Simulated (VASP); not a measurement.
Write the native input for VASP 6.6.1 that does the following.

```yaml
Task: single point
Functional: PBE
Potentials_or_basis: VASP PAW PBE potentials, release 64 (Ca_sv, O)
Cutoff: 520 eV
k_mesh: 10 × 10 × 10
Occupations: gaussian, width 0.026 eV
Spin: no spin polarisation
Dipole_correction: no
Further_INCAR_settings: ALGO = Normal; EDIFF = 1e-07; NBANDS = 15
```

The structure of CaO lies in POSCAR:

```
CaO
1.0
    0.0000000000      2.4035556960      2.4035556960
    2.4035556960      0.0000000000      2.4035556960
    2.4035556960      2.4035556960      0.0000000000
Ca O
1 1
Direct
    0.0000000000      0.0000000000      0.0000000000
    0.5000000000      0.5000000000      0.5000000000
```

One way to write it, as run:

INCAR

```
PREC     = Accurate       # precision mode
ENCUT    = 520            # plane-wave cutoff, eV
EDIFF    = 1E-7           # SCF threshold, eV
ISMEAR   = 0              # smearing method
SIGMA    = 0.026000000000000002 # smearing width, eV
LREAL    = False          # projectors in reciprocal space
LASPH    = True           # aspherical terms in the spheres
NELM     = 80             # most SCF steps
ALGO     = Normal         # electronic algorithm
ISIF     = 2              # what is computed and relaxed
LWAVE    = False          # write WAVECAR
LCHARG   = False          # write CHGCAR
GGA      = PE             # functional
NBANDS   = 15             # bands
```

KPOINTS

```
regular mesh
0
Gamma
  10 10 10
```

Potentials or basis: VASP PAW PBE potentials, release 64 (Ca_sv, O).

The run is started by

```console
$ cat potpaw_PBE.64/Ca_sv/POTCAR potpaw_PBE.64/O/POTCAR > POTCAR
$ mpirun -np 1 vasp_std > vasp.out
```

It gave:

- Pressure: 2.2 GPa
- Band gap on the k mesh: 3.64 eV, indirect (least direct gap 4.01 eV)

It took 37 s on 1 thread of AMD EPYC 7R43 64-Core Processor (Zen 3) (shared host), peak memory 0.13 GiB.
